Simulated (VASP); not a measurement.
Crystal: AlO2.

```
Al O
1.0
     2.59860    0.00000    0.00000
     0.00000    2.59860    0.00000
     0.00000    0.00000    4.98415
Al O
1 2
Cartesian
  0.0000 0.0000 2.9436
  0.0000 0.0000 4.5259
  1.2993 1.2993 3.3426
```

The cell was built from a structure type or drawn by symmetry, and may not be a known phase.

```yaml
Program: VASP 6.6.1
Task: relaxation of cell and atoms
Functional: PBE
Potentials_or_basis: VASP PAW PBE potentials, release 64 (Al, O)
Cutoff: 600 eV
k_mesh: 6 × 6 × 4
Occupations: gaussian, width 0.1 eV
Spin: collinear spin, ferromagnetic start
Starting_moments: "[0.0, 1.0, 1.0] μB"
```

At the start: pressure 41.5 GPa; volume 11.22 Å³/atom.

**Question.** Where does the relaxation end?

**Answer.** Over 24 steps the energy falls by 1673.4 meV/atom and the volume is 9.27 Å³/atom (-17.4 %); space group P4mm (No. 99, to 0.1 Å) before, P4/mmm (No. 123, to 0.1 Å); moment 1.00 μB per cell.

Step by step:
| step | energy change (eV) | largest force (eV/Å) | pressure (GPa) | volume (Å³) |
| --- | --- | --- | --- | --- |
| 1 | 0.0000 | 10.2143 | 41.48 | 33.66 |
| 2 | -0.8354 | 2.5391 | -21.89 | 49.87 |
| 3 | -1.9602 | 4.3806 | -11.35 | 40.31 |
| 4 | -1.9750 | 4.3637 | -10.03 | 39.88 |
| 5 | -3.5297 | 2.1608 | -15.93 | 39.43 |
| 6 | -3.7298 | 0.4725 | -17.03 | 39.16 |
| 7 | -4.1721 | 2.0932 | 4.58 | 31.99 |
| 8 | -4.1813 | 1.8560 | 1.02 | 32.75 |
| 9 | -4.1417 | 0.9605 | 2.12 | 31.02 |
| 10 | -4.2461 | 0.3814 | 0.37 | 32.03 |
| 11 | -4.3050 | 0.3292 | -2.44 | 31.87 |
| 12 | -4.4829 | 0.7931 | -9.22 | 31.31 |
| 13 | -4.8350 | 1.3600 | -11.03 | 29.75 |
| 14 | -4.8502 | 1.3713 | -8.80 | 29.42 |
| 15 | -4.8507 | 1.3736 | -8.37 | 29.36 |
| 16 | -4.8754 | 1.2957 | -7.43 | 29.17 |
| 17 | -4.9345 | 1.0539 | -4.32 | 28.59 |
| 18 | -4.9764 | 1.0175 | 3.29 | 27.46 |
| 19 | -4.9772 | 0.9301 | 2.23 | 27.60 |
| 20 | -4.9953 | 0.6306 | 2.08 | 27.58 |
| 21 | -5.0171 | 0.1883 | 2.00 | 27.53 |
| 22 | -5.0172 | 0.2122 | 2.02 | 27.52 |
| 23 | -5.0197 | 0.0723 | 0.71 | 27.70 |
| 24 | -5.0201 | 0.0056 | -0.03 | 27.80 |

Final structure:
```
Al O
1.0
     2.73739    0.00000    0.00000
     0.00000    2.73739    0.00000
     0.00000    0.00000    3.70952
Al O
1 2
Direct
  0.00000 0.00000 0.55638
  0.00000 0.00000 0.05637
  0.50000 0.50000 0.55654
```

Caveat: the k points lie up to 0.42 Å⁻¹ apart in the final cell, too coarse for converged energies and pressures of a metal; the volume moved by over 15 % at a fixed basis, so the end points are rough.
